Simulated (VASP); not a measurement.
# Si2W (Fd-3m) in VASP: notebook

The runs below take Si2W through single point, relaxation of cell and atoms, with PBE.

All numbers are computed with VASP 6.6.1; they aren't measurements. Logs are shortened: lines on timing, memory, paths and dates and some standing lists are left out, and cuts for length are marked.

### 1 The cell of the first run

Symmetry: Fd-3m, No. 227, cubic system. The conventional cell has a = 6.826 Å, b = 6.826 Å, c = 6.826 Å, α = 90.00°, β = 90.00°, γ = 90.00°. Within 3.2 Å of Si (site symmetry -3m) lie 6 Si at 2.41 Å and 6 W at 2.83 Å. W (site symmetry -43m) has 12 Si at 2.83 Å and 4 W at 2.96 Å within 3.7 Å.

### 2 Single point, PBE

The input, INCAR:

```
SYSTEM = Si2W
PREC = Accurate
ENCUT = 520
EDIFF = 1E-7
ISMEAR = 0
SIGMA = 0.1
LREAL = .False.
LASPH = .True.
NELM = 100
ALGO = Normal
ISIF = 2
LWAVE = .False.
LCHARG = .False.
GGA = PE
NBANDS = 31
```

The input, KPOINTS:

```
Automatic mesh
0
Gamma
  4 4 4
  0 0 0
```

The input, POSCAR:

```
Si2W
1.0
    0.0000000000      3.4127653068      3.4127653068
    3.4127653068      0.0000000000      3.4127653068
    3.4127653068      3.4127653068      0.0000000000
Si W
4 2
Direct
    0.6250000000      0.6250000000      0.6250000000
    0.1250000000      0.6250000000      0.6250000000
    0.6250000000      0.6250000000      0.1250000000
    0.6250000000      0.1250000000      0.6250000000
    0.0000000000      0.0000000000      0.0000000000
    0.2500000000      0.2500000000      0.2500000000
```

Potentials or basis: VASP PAW PBE potentials, release 64 (Si, W_sv).

Run with:

```
> cat potpaw_PBE.64/Si/POTCAR potpaw_PBE.64/W_sv/POTCAR > POTCAR
> mpirun -np 1 vasp_std > vasp.out
```

OUTCAR:

```text
SYSTEM = Si2W
   PREC = Accurate
   ENCUT = 520
   EDIFF = 1E-7
   ISMEAR = 0
   LREAL = .False.
   LASPH = .True.
   NELM = 100
   ISIF = 2
   GGA = PE

 ion  position               nearest neighbor table
   1  0.625  0.625  0.625-   2 2.41   3 2.41   4 2.41   3 2.41   4 2.41   2 2.41   6 2.83   5 2.83
                             6 2.83   5 2.83   6 2.83   5 2.83
   2  0.125  0.625  0.625-   1 2.41   3 2.41   4 2.41   1 2.41   3 2.41   4 2.41   6 2.83   5 2.83
                             5 2.83   6 2.83   5 2.83   6 2.83
   3  0.625  0.625  0.125-   1 2.41   1 2.41   2 2.41   4 2.41   4 2.41   2 2.41   6 2.83   5 2.83
                             6 2.83   5 2.83   6 2.83   5 2.83
   4  0.625  0.125  0.625-   1 2.41   3 2.41   1 2.41   2 2.41   3 2.41   2 2.41   6 2.83   5 2.83
                             6 2.83   5 2.83   6 2.83   5 2.83
   5  0.000  0.000  0.000-   1 2.83   1 2.83   1 2.83   2 2.83   3 2.83   4 2.83   4 2.83   2 2.83
                             4 2.83   3 2.83   2 2.83   3 2.83   6 2.96   6 2.96   6 2.96   6 2.96
   6  0.250  0.250  0.250-   2 2.83   3 2.83   4 2.83   1 2.83   1 2.83   1 2.83   2 2.83   2 2.83
                             3 2.83   4 2.83   3 2.83   4 2.83   5 2.96   5 2.96   5 2.96   5 2.96

  LATTYP: Found a face centered cubic cell.
 ALAT       =     6.8255306136

  Lattice vectors:

 A1 = (   0.0000000000,   3.4127653068,   3.4127653068)
 A2 = (   3.4127653068,   0.0000000000,   3.4127653068)
 A3 = (   3.4127653068,   3.4127653068,   0.0000000000)

Analysis of symmetry for initial positions (statically):
=====================================================================
 Subroutine PRICEL returns:
 Original cell was already a primitive cell.

 Routine SETGRP: Setting up the symmetry group for a
 face centered cubic supercell.

 Subroutine GETGRP returns: Found 48 space group operations
 (whereof 24 operations were pure point group operations)
 out of a pool of 48 trial point group operations.

The static configuration has the point symmetry T_d .
 The point group associated with its full space group is O_h .

Analysis of symmetry for dynamics (positions and initial velocities):
=====================================================================
 Subroutine PRICEL returns:
 Original cell was already a primitive cell.

 Routine SETGRP: Setting up the symmetry group for a
 face centered cubic supercell.

 Subroutine GETGRP returns: Found 48 space group operations
 (whereof 24 operations were pure point group operations)
 out of a pool of 48 trial point group operations.

The dynamic configuration has the point symmetry T_d .
 The point group associated with its full space group is O_h .

 Subroutine INISYM returns: Found 48 space group operations
 (whereof 24 operations are pure point group operations),
 and found     1 'primitive' translations

----------------------------------------------------------------------------------------

                                     Primitive cell

  volume of cell :      79.4967

  direct lattice vectors                    reciprocal lattice vectors
     0.000000000  3.412765307  3.412765307    -0.146508756  0.146508756  0.146508756
     3.412765307  0.000000000  3.412765307     0.146508756 -0.146508756  0.146508756
     3.412765307  3.412765307  0.000000000     0.146508756  0.146508756 -0.146508756

  length of vectors
     4.826378982  4.826378982  4.826378982     0.253760609  0.253760609  0.253760609

  position of ions in fractional coordinates (direct lattice)
     0.625000000  0.625000000  0.625000000
     0.125000000  0.625000000  0.625000000
     0.625000000  0.625000000  0.125000000
     0.625000000  0.125000000  0.625000000
     0.000000000  0.000000000  0.000000000
     0.250000000  0.250000000  0.250000000

  ion indices of the primitive-cell ions
   primitive index   ion index
                 1           1
                 2           2
                 3           3
                 4           4
                 5           5
                 6           6

----------------------------------------------------------------------------------------

 KPOINTS: Automatic mesh

Automatic generation of k-mesh.
 Grid dimensions read from file:
 generate k-points for:    4    4    4

 Generating k-lattice:

  Cartesian coordinates                     Fractional coordinates (reciprocal lattice)
    -0.036627189  0.036627189  0.036627189     0.250000000  0.000000000  0.000000000
     0.036627189 -0.036627189  0.036627189     0.000000000  0.250000000  0.000000000
     0.036627189  0.036627189 -0.036627189     0.000000000  0.000000000  0.250000000

  Length of vectors
     0.063440152  0.063440152  0.063440152

  Shift w.r.t. Gamma in fractional coordinates (k-lattice)
     0.000000000  0.000000000  0.000000000

 Subroutine IBZKPT returns following result:
 ===========================================

 Found      8 irreducible k-points:

 Following reciprocal coordinates:
            Coordinates               Weight
  0.000000  0.000000  0.000000      1.000000
  0.250000  0.000000  0.000000      8.000000
  0.500000  0.000000  0.000000      4.000000
  0.250000  0.250000  0.000000      6.000000
  0.500000  0.250000  0.000000     24.000000
 -0.250000  0.250000  0.000000     12.000000
  0.500000  0.500000  0.000000      3.000000
 -0.250000  0.500000  0.250000      6.000000
   k-points           NKPTS =      8   k-points in BZ     NKDIM =      8   number of bands    NBANDS=     31
   number of dos      NEDOS =    301   number of ions     NIONS =      6
   total plane-waves  NPLWV =  46656
   dimension x,y,z NGX =    36 NGY =   36 NGZ =   36
   dimension x,y,z NGXF=    72 NGYF=   72 NGZF=   72
   ions per type =               4   2
   NGX,Y,Z   is equivalent  to a cutoff of  12.40, 12.40, 12.40 a.u.
   NGXF,Y,Z  is equivalent  to a cutoff of  24.80, 24.80, 24.80 a.u.
 SYSTEM =  Si2W
   PREC   = accura    normal or accurate (medium, high low for compatibility)
   ISTART =      0    job   : 0-new  1-cont  2-samecut
   ICHARG =      2    charge: 1-file 2-atom 10-const
   ISPIN  =      1    spin polarized calculation?
   LNONCOLLINEAR =      F non collinear calculations
   LSORBIT =      F    spin-orbit coupling
   LASPH  =      T    aspherical Exc in radial PAW
   ENCUT  =  520.0 eV  38.22 Ry    6.18 a.u.   8.97  8.97  8.97*2*pi/ulx,y,z
   NELM   =    100;   NELMIN=  2; NELMDL= -5     # of ELM steps
   EDIFF  = 0.1E-06   stopping-criterion for ELM
   LREAL  =      F    real-space projection
   EDIFFG = 0.1E-05   stopping-criterion for IOM
   NSW    =      0    number of steps for IOM
   IBRION =     -1    ionic relax: 0-MD 1-quasi-New 2-CG
   NFREE  =      0    steps in history (QN), initial steepest desc. (CG)
   ISIF   =      2    stress and relaxation
   ISYM   =      2    0-nonsym 1-usesym 2-fastsym
   POTIM  = 0.5000    time-step for ionic-motion
   TEBEG  =    0.0;   TEEND  =   0.0 temperature during run
   PSTRESS=    0.0 pullay stress
   NELECT =      44.0000    total number of electrons
   NUPDOWN=      -1.0000    fix difference up-down
   EMIN   =  10.00;   EMAX   =-10.00  energy-range for DOS
   EFERMI =   0.00;   METHOD = LEGACY
   ISMEAR =     0;   SIGMA  =   0.10  broadening in eV -4-tet -1-fermi 0-gaus
   EFERMI_NEDOS =   21; number of points for ismear=-14 and -15
   IALGO  =     38    algorithm
   IMIX   =      4    mixing-type and parameters
     AMIX     =   0.40;   BMIX     =  1.00
     AMIX_MAG =   1.60;   BMIX_MAG =  1.00
  volume/ion in A,a.u.               =      13.25        89.41
  Fermi-wavevector in a.u.,A,eV,Ry     =   1.344134  2.540045 24.581602  1.806697
  Thomas-Fermi vector in A             =   2.472152
   LORBIT       =      0    0 simple, 1 ext, 2 COOP (PROOUT), +10 PAW based schemes
   GGA     = PE    functional components
   LHFCALC =     F    Hartree Fock is set to
   AEXX    =    0.0000 exact exchange contribution
   IVDW    =     0    specifies the selected vdW correction
   LEPSILON=     F    determine dielectric tensor
   LRPA    =     F    only Hartree local field effects (RPA)
 non-spin polarized calculation
 Gauss-broadening in eV      SIGMA  =   0.10
  energy-cutoff  :      520.00
  volume of cell :       79.50
 maximum number of plane-waves:      2164
   NGX = 17   NGY = 17   NGZ = 17

 number of electron      43.9999997 magnetization

 Free energy of the ion-electron system (eV)
  ---------------------------------------------------
  ext. energy  EPLUGINS =         0.00000000
  ---------------------------------------------------
  free energy    TOTEN  =       -44.50065679 eV

  energy without entropy =      -44.48967625  energy(sigma->0) =      -44.49516652

 E-fermi :  12.5594     XC(G=0): -12.6409

 val. band max:       12.4718983468   @ k =   0.2500   0.0000   0.0000
 cond. band min:      12.7134633610   @ k =   0.2500   0.0000   0.0000
 fundamental gap:      0.2415650142
 Fermi energy:        12.5593788625

 k-point     1 :       0.0000    0.0000    0.0000
  band No.  band energies     occupation
      1     -61.9119      2.00000
      2     -61.8674      2.00000
      3     -26.2208      2.00000
      4     -26.2208      2.00000
      5     -26.2208      2.00000
      6     -25.9966      2.00000
[... 23 lines left out ...]
     30      16.2238      0.00000
     31      17.9122      0.00000

 k-point     2 :       0.2500    0.0000    0.0000
  band No.  band energies     occupation
      1     -61.9073      2.00000
      2     -61.8721      2.00000
      3     -26.2340      2.00000
      4     -26.2340      2.00000
      5     -26.2195      2.00000
      6     -26.0012      2.00000
[... 23 lines left out ...]
     30      16.9652      0.00000
     31      17.7856      0.00000

 k-point     3 :       0.5000    0.0000    0.0000
  band No.  band energies     occupation
      1     -61.9008      2.00000
      2     -61.8787      2.00000
      3     -26.2459      2.00000
      4     -26.2459      2.00000
      5     -26.2191      2.00000
      6     -26.0050      2.00000
[... 23 lines left out ...]
     30      15.3095      0.00000
     31      16.6109      0.00000

 k-point     4 :       0.2500    0.2500    0.0000
  band No.  band energies     occupation
      1     -61.9054      2.00000
      2     -61.8740      2.00000
      3     -26.2484      2.00000
      4     -26.2484      2.00000
      5     -26.1894      2.00000
      6     -26.0318      2.00000
[... 23 lines left out ...]
     30      17.9482      0.00000
     31      18.0371      0.00000

 k-point     5 :       0.5000    0.2500    0.0000
  band No.  band energies     occupation
      1     -61.8976      2.00000
      2     -61.8819      2.00000
      3     -26.2694      2.00000
      4     -26.2592      2.00000
      5     -26.1651      2.00000
      6     -26.0573      2.00000
[... 23 lines left out ...]
     30      16.9311      0.00000
     31      17.0030      0.00000

 k-point     6 :      -0.2500    0.2500    0.0000
  band No.  band energies     occupation
      1     -61.9008      2.00000
      2     -61.8786      2.00000
      3     -26.2669      2.00000
      4     -26.2459      2.00000
      5     -26.1857      2.00000
      6     -26.0356      2.00000
[... 23 lines left out ...]
     30      16.7628      0.00000
     31      16.8266      0.00000

 k-point     7 :       0.5000    0.5000    0.0000
  band No.  band energies     occupation
      1     -61.8897      2.00000
      2     -61.8897      2.00000
      3     -26.2715      2.00000
      4     -26.2715      2.00000
      5     -26.1125      2.00000
      6     -26.1125      2.00000
[... 23 lines left out ...]
     30      16.2051      0.00000
     31      17.6811      0.00000

 k-point     8 :      -0.2500    0.5000    0.2500
  band No.  band energies     occupation
      1     -61.8898      2.00000
      2     -61.8898      2.00000
      3     -26.2724      2.00000
      4     -26.2724      2.00000
      5     -26.1111      2.00000
      6     -26.1111      2.00000
[... 23 lines left out ...]
     30      16.1191      0.00000
     31      18.7232      0.00000

------------------------ aborting loop because EDIFF is reached ----------------------------------------

  FORCE on cell =-STRESS in cart. coord.  units (eV):
  Direction    XX          YY          ZZ          XY          YZ          ZX
  --------------------------------------------------------------------------------------
  -------------------------------------------------------------------------------------
  Total       -0.0450683     -0.0450683     -0.0450683     -0.0000000      0.0000000     -0.0000000
  in kB       -0.9083062     -0.9083062     -0.9083062     -0.0000000      0.0000000     -0.0000000
  external PRESSURE =      -0.9083062 kB  Pullay stress =       0.0000000 kB

 VOLUME and BASIS-vectors are now :
 -----------------------------------------------------------------------------
  energy-cutoff  :      520.00
  volume of cell :       79.50
      direct lattice vectors                 reciprocal lattice vectors
     0.000000000  3.412765307  3.412765307    -0.146508756  0.146508756  0.146508756
     3.412765307  0.000000000  3.412765307     0.146508756 -0.146508756  0.146508756
     3.412765307  3.412765307  0.000000000     0.146508756  0.146508756 -0.146508756

 POSITION                                       TOTAL-FORCE (eV/Angst)
 -----------------------------------------------------------------------------------
      4.26596      4.26596      4.26596         0.000000      0.000000     -0.000000
      4.26596      2.55957      2.55957         0.000000      0.000000     -0.000000
      2.55957      2.55957      4.26596         0.000000      0.000000     -0.000000
      2.55957      4.26596      2.55957         0.000000      0.000000     -0.000000
      0.00000      0.00000      0.00000         0.000000      0.000000     -0.000000
      1.70638      1.70638      1.70638        -0.000000     -0.000000      0.000000
 -----------------------------------------------------------------------------------
    total drift:                               -0.000000     -0.000000     -0.000000

  FREE ENERGIE OF THE ION-ELECTRON SYSTEM (eV)
  ---------------------------------------------------
  free  energy   TOTEN  =       -44.5006567919 eV

  energy  without entropy=      -44.4896762510  energy(sigma->0) =      -44.49516652
```

Run time: 30 s. Hardware: 1 thread of AMD EPYC 9R14 (Zen 4), shared host; peak memory 0.17 GiB.

Results:

| Quantity | Value |
| --- | --- |
| Free energy | -44.5007 eV |
| Pressure | -0.1 GPa |
| Band gap on the k mesh | zero (bands 22 and 23 overlap by 0.64 eV) |

Caveat: the k points lie up to 0.40 Å⁻¹ apart, too coarse for converged energies and pressures of a metal; spin-orbit coupling is left out, which moves the levels of the heavy elements.

(Part 1 of 2 ends here.)

The gap in the log of VASP goes by the Fermi energy; the results here count the filled bands.